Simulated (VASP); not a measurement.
# MoS2 (P-6m2) in VASP: notebook, part 2 of 3

VASP 6.6.1.

## Step 3: Single point, PBE+D3(BJ) (c/a of the conventional cell at fixed volume 1.9411)

Input file INCAR:

```
SYSTEM = MoS2
PREC     = Accurate       ! precision mode
ENCUT    = 500            ! plane-wave cutoff, eV
EDIFF    = 1E-6           ! SCF threshold, eV
ISMEAR   = 0              ! smearing method
SIGMA    = 0.05           ! smearing width, eV
LREAL    = .False.        ! projectors in reciprocal space
LASPH    = .True.         ! aspherical terms in the spheres
NELM     = 120            ! most SCF steps
ALGO     = Normal         ! electronic algorithm
ISIF     = 2              ! what is computed and relaxed
LWAVE    = .False.        ! write WAVECAR
LCHARG   = .False.        ! write CHGCAR
GGA      = PE             ! functional
IVDW     = 12             ! dispersion correction
NBANDS   = 20             ! bands
GGA_COMPAT= .False.
```

Input file KPOINTS:

```
regular mesh
0
Gamma
  12 12 4
  0 0 0
```

Input file POSCAR:

```
MoS2
1.0
    3.2381765630      0.0000000000      0.0000000000
   -1.6190882815      2.8043431655      0.0000000000
    0.0000000000      0.0000000000      6.2856245265
Mo S
1 2
Direct
    0.0000000000      0.0000000000      0.0000000000
    0.3333333333      0.6666666667      0.2357940733
    0.3333333333      0.6666666667      0.7642059267
```

Potentials or basis: VASP PAW PBE potentials, release 64 (Mo_sv, S).

On the command line:

```console
$ cat potpaw_PBE.64/Mo_sv/POTCAR potpaw_PBE.64/S/POTCAR > POTCAR
$ mpirun -np 1 vasp_std > vasp.out
```

OUTCAR:

```text
SYSTEM = MoS2
   PREC = Accurate
   ENCUT = 500
   EDIFF = 1E-6
   ISMEAR = 0
   LREAL = .False.
   LASPH = .True.
   NELM = 120
   ISIF = 2
   GGA = PE
   IVDW = 12
 IVDW          = 12

 ion  position               nearest neighbor table
   1  0.000  0.000  0.000-   2 2.39   3 2.39   2 2.39   3 2.39   2 2.39   3 2.39
   2  0.333  0.667  0.236-   1 2.39   1 2.39   1 2.39
   3  0.333  0.667  0.764-   1 2.39   1 2.39   1 2.39

  LATTYP: Found a hexagonal cell.
 ALAT       =     3.2381765630
 C/A-ratio  =     1.9411000000

  Lattice vectors:

 A1 = (   3.2381765630,   0.0000000000,   0.0000000000)
 A2 = (  -1.6190882815,   2.8043431655,   0.0000000000)
 A3 = (   0.0000000000,   0.0000000000,   6.2856245265)

Analysis of symmetry for initial positions (statically):
=====================================================================
 Subroutine PRICEL returns:
 Original cell was already a primitive cell.

 Routine SETGRP: Setting up the symmetry group for a
 hexagonal supercell.

 Subroutine GETGRP returns: Found 12 space group operations
 (whereof 12 operations were pure point group operations)
[... 164 lines left out ...]

  energy without entropy =      -21.66210823  energy(sigma->0) =      -21.66210966

 E-fermi :   7.2140     XC(G=0): -10.3228

 val. band max:        7.1187966186   @ k =   0.0000   0.0000   0.5000
 cond. band min:       7.3303045511   @ k =   0.3333   0.3333   0.0000
 fundamental gap:      0.2115079325
 Fermi energy:         7.2139851672

 k-point     1 :       0.0000    0.0000    0.0000
  band No.  band energies     occupation
      1     -54.7992      2.00000
      2     -28.9233      2.00000
      3     -28.7936      2.00000
      4     -28.7936      2.00000
      5      -8.1688      2.00000
      6      -6.3783      2.00000
[... 541 lines left out ...]
     19      14.3493      0.00000
     20      15.0232      0.00000

 [... further k-points ...]

------------------------ aborting loop because EDIFF is reached ----------------------------------------

 Edisp (eV)   -1.18847

 E8    (eV) :    -0.4790

  FORCE on cell =-STRESS in cart. coord.  units (eV):
  Direction    XX          YY          ZZ          XY          YZ          ZX
  --------------------------------------------------------------------------------------
  -------------------------------------------------------------------------------------
  Total      -1.33978    -1.33978     3.68968    -0.00000     0.00000    -0.00000
  in kB     -37.60652   -37.60652   103.56651    -0.00000     0.00000    -0.00000
  external pressure =        9.45 kB  Pullay stress =        0.00 kB

 VOLUME and BASIS-vectors are now :
 -----------------------------------------------------------------------------
  energy-cutoff  :      500.00
  volume of cell :       57.08
      direct lattice vectors                 reciprocal lattice vectors
     3.238176563  0.000000000  0.000000000     0.308815773  0.178294870  0.000000000
    -1.619088282  2.804343166  0.000000000     0.000000000  0.356589740  0.000000000
     0.000000000  0.000000000  6.285624527     0.000000000  0.000000000  0.159093181

 POSITION                                       TOTAL-FORCE (eV/Angst)
 -----------------------------------------------------------------------------------
      0.00000      0.00000      0.00000        -0.000000     -0.000000      0.000000
     -0.00000      1.86956      1.48211         0.000000      0.000000      0.986338
     -0.00000      1.86956      4.80351        -0.000000     -0.000000     -0.986338
 -----------------------------------------------------------------------------------
    total drift:                                0.000000     -0.000000     -0.000000

  FREE ENERGIE OF THE ION-ELECTRON SYSTEM (eV)
  ---------------------------------------------------
  free  energy   TOTEN  =       -22.8505841470 eV

  energy  without entropy=      -22.8505812798  energy(sigma->0) =      -22.85058271
```

OSZICAR:

```text
N       E                     dE             d eps       ncg     rms          rms(c)
DAV:   1     0.180156174689E+03    0.18016E+03   -0.13143E+04  2304   0.119E+03
DAV:   2    -0.160135375126E+02   -0.19617E+03   -0.19139E+03  2868   0.309E+02
DAV:   3    -0.231041203031E+02   -0.70906E+01   -0.70233E+01  2832   0.553E+01
DAV:   4    -0.231933262614E+02   -0.89206E-01   -0.89163E-01  2808   0.653E+00
DAV:   5    -0.231948327496E+02   -0.15065E-02   -0.15064E-02  2904   0.824E-01    0.247E+01
DAV:   6    -0.220112609017E+02    0.11836E+01   -0.11141E+01  2420   0.201E+01    0.922E+00
DAV:   7    -0.217478164469E+02    0.26344E+00   -0.35533E+00  2352   0.111E+01    0.608E+00
DAV:   8    -0.216616919897E+02    0.86124E-01   -0.46113E-01  2584   0.421E+00    0.165E+00
DAV:   9    -0.216626993520E+02   -0.10074E-02   -0.17203E-02  2668   0.832E-01    0.565E-01
DAV:  10    -0.216620450299E+02    0.65432E-03   -0.72046E-03  2560   0.550E-01    0.106E-01
DAV:  11    -0.216621190635E+02   -0.74034E-04   -0.10350E-03  2704   0.219E-01    0.976E-02
DAV:  12    -0.216620825273E+02    0.36536E-04   -0.14645E-04  2640   0.751E-02    0.171E-02
DAV:  13    -0.216621106766E+02   -0.28149E-04   -0.35918E-05  2444   0.331E-02    0.793E-03
DAV:  14    -0.216621110975E+02   -0.42093E-06   -0.10082E-06  2404   0.554E-03
   1 F= -.22850584E+02 E0= -.22850583E+02  d E =-.286723E-05
```

It took 40 s on 1 thread of Intel Xeon 6975P-C, shared host; peak memory 0.21 GiB.

Results:

* Free energy: -22.8506 eV
* Pressure: 0.9 GPa
* Largest force: 0.986 eV/Å
* Band gap on the k mesh: 0.21 eV, indirect (least direct gap 1.36 eV)
* Dispersion energy per atom: -0.396 eV

Forces in eV/Å, atoms in the order of the input:
```
Mo   0.000  0.000  0.000
S    0.000  0.000  0.986
S    0.000  0.000 -0.986
```

Stress tensor (GPa, compression positive):
```
-3.76  0.00  0.00
 0.00 -3.76  0.00
 0.00  0.00 10.36
```

Levels at points of the mesh, in eV from the valence-band top:
```csv
k point,band 10,band 11,band 12,band 13,band 14,band 15,band 16,band 17
"(0.00, 0.00, 0.00)",-2.90,-2.90,-1.36,-1.10,1.68,1.68,1.99,1.99
"(0.50, 0.00, 0.00)",-4.46,-2.42,-2.00,-1.88,0.95,1.44,3.34,3.59
"(0.00, 0.00, 0.50)",-3.34,-2.93,-2.93,0.00,1.57,1.57,2.16,2.16
"(0.50, 0.00, 0.50)",-4.50,-3.23,-2.32,-1.37,0.98,1.55,2.58,3.29
```

 A k mesh can miss the band edges.

## Step 4: Single point, PBE+D3(BJ) (c/a of the conventional cell at fixed volume 2.0536)

Input file INCAR:

```
SYSTEM = MoS2
ALGO = Normal ; EDIFF = 1E-6
ENCUT = 500 ; GGA = PE
GGA_COMPAT = .FALSE. ; ISIF = 2
ISMEAR = 0 ; IVDW = 12
LASPH = .TRUE. ; LCHARG = .FALSE.
LREAL = .FALSE. ; LWAVE = .FALSE.
NBANDS = 20 ; NELM = 120
PREC = Accurate ; SIGMA = 0.05
```

Input file KPOINTS:

```
k-points
0
G
  12 12 4
  0 0 0
```

Input file POSCAR:

```
MoS2
1.0
    3.1779315830      0.0000000000      0.0000000000
   -1.5889657915      2.7521694823      0.0000000000
    0.0000000000      0.0000000000      6.5262002988
Mo S
1 2
Direct
    0.0000000000      0.0000000000      0.0000000000
    0.3333333333      0.6666666667      0.2357940733
    0.3333333333      0.6666666667      0.7642059267
```

On the command line:

```console
$ cat potpaw_PBE.64/Mo_sv/POTCAR potpaw_PBE.64/S/POTCAR > POTCAR
$ mpirun -np 1 vasp_std > vasp.out
```

Wall time 45 s (1 thread of Intel Xeon 6975P-C, shared host); peak memory 0.21 GiB.

The run converged. Its results:

* Free energy: -22.9757 eV
* Pressure: 0.2 GPa
* Largest force: 0.311 eV/Å
* Band gap on the k mesh: 0.99 eV, indirect (least direct gap 1.62 eV)
* Dispersion energy per atom: -0.397 eV

Forces in eV/Å, atoms in the order of the input:
```
Mo   0.000  0.000  0.000
S    0.000  0.000  0.311
S    0.000  0.000 -0.311
```

Stress tensor (GPa, compression positive):
```
-1.33  0.00  0.00
 0.00 -1.33  0.00
 0.00  0.00  3.24
```

Levels at points of the mesh, in eV from the valence-band top:
| k point | band 9 | band 10 | band 11 | band 12 | band 13 | band 14 | band 15 | band 16 | band 17 | band 18 |
| --- | --- | --- | --- | --- | --- | --- | --- | --- | --- | --- |
| (0.00, 0.00, 0.00) | -3.38 | -2.22 | -2.22 | -1.46 | -0.99 | 2.19 | 2.19 | 2.40 | 2.40 | 5.44 |
| (0.50, 0.00, 0.00) | -5.03 | -3.88 | -2.00 | -1.72 | -1.49 | 1.60 | 2.06 | 3.68 | 3.90 | 4.91 |
| (0.00, 0.00, 0.50) | -3.36 | -3.13 | -2.24 | -2.24 | 0.00 | 2.11 | 2.11 | 2.52 | 2.52 | 5.66 |
| (0.50, 0.00, 0.50) | -4.56 | -3.91 | -2.96 | -1.63 | -1.03 | 1.63 | 2.23 | 2.99 | 3.67 | 6.41 |

 A k mesh can miss the band edges.

## Step 5: Single point, PBE+D3(BJ) (c/a of the conventional cell at fixed volume 2.1098)

Input file INCAR:

```
SYSTEM = MoS2
  PREC = Accurate
  ENCUT = 500
  EDIFF = 1E-6
  ISMEAR = 0
  SIGMA = 0.05
  LREAL = .False.
  LASPH = .True.
  NELM = 120
  ALGO = Normal
  ISIF = 2
  LWAVE = .False.
  LCHARG = .True.
  GGA = PE
  IVDW = 12
  LELF = .True.
  LVHAR = .True.
  NBANDS = 20
  GGA_COMPAT = .False.
```

Input file KPOINTS:

```
regular mesh
0
Gamma
  12 12 4
  0 0 0
```

Input file POSCAR:

```
MoS2
1.0
    3.1494351579      0.0000000000      0.0000000000
   -1.5747175790      2.7274908543      0.0000000000
    0.0000000000      0.0000000000      6.6448340996
Mo S
1 2
Direct
    0.0000000000      0.0000000000      0.0000000000
    0.3333333333      0.6666666667      0.2734172850
    0.3333333333      0.6666666667      0.7265827150
```

On the command line:

```console
$ cat potpaw_PBE.64/Mo_sv/POTCAR potpaw_PBE.64/S/POTCAR > POTCAR
$ mpirun -np 1 vasp_std > vasp.out
```

Wall time 41 s (1 thread of Intel Xeon 6975P-C, shared host); peak memory 0.21 GiB.

It converged, with:

| Property | Result |
| --- | --- |
| Free energy | -21.9717 eV |
| Pressure | -16.2 GPa |
| Largest force | 3.676 eV/Å |
| Band gap on the k mesh | 0.57 eV, indirect (least direct gap 1.35 eV) |
| Dispersion energy per atom | -0.396 eV |

Forces on the atoms (eV/Å):
```
Mo   0.000  0.000  0.000
S    0.000  0.000 -3.676
S    0.000  0.000  3.676
```

Stress tensor (GPa, compression positive):
```
 -9.14   0.00   0.00
  0.00  -9.14   0.00
  0.00   0.00 -30.43
```

Levels at points of the mesh, in eV from the valence-band top:
| k point | band 11 | band 12 | band 13 | band 14 | band 15 | band 16 |
| --- | --- | --- | --- | --- | --- | --- |
| (0.00, 0.00, 0.00) | -1.12 | -0.59 | -0.59 | 2.13 | 2.13 | 2.58 |
| (0.50, 0.00, 0.00) | -1.76 | -1.34 | -0.62 | 2.00 | 2.31 | 3.36 |
| (0.00, 0.00, 0.50) | -0.66 | -0.66 | -0.28 | 2.37 | 2.37 | 2.41 |
| (0.50, 0.00, 0.50) | -2.33 | -0.42 | -0.35 | 2.33 | 2.48 | 2.53 |

Caveat: forces of over 1 eV/Å act on the atoms, so gaps and moduli don't describe the material at rest.

(Continued in part 3 of 3.)
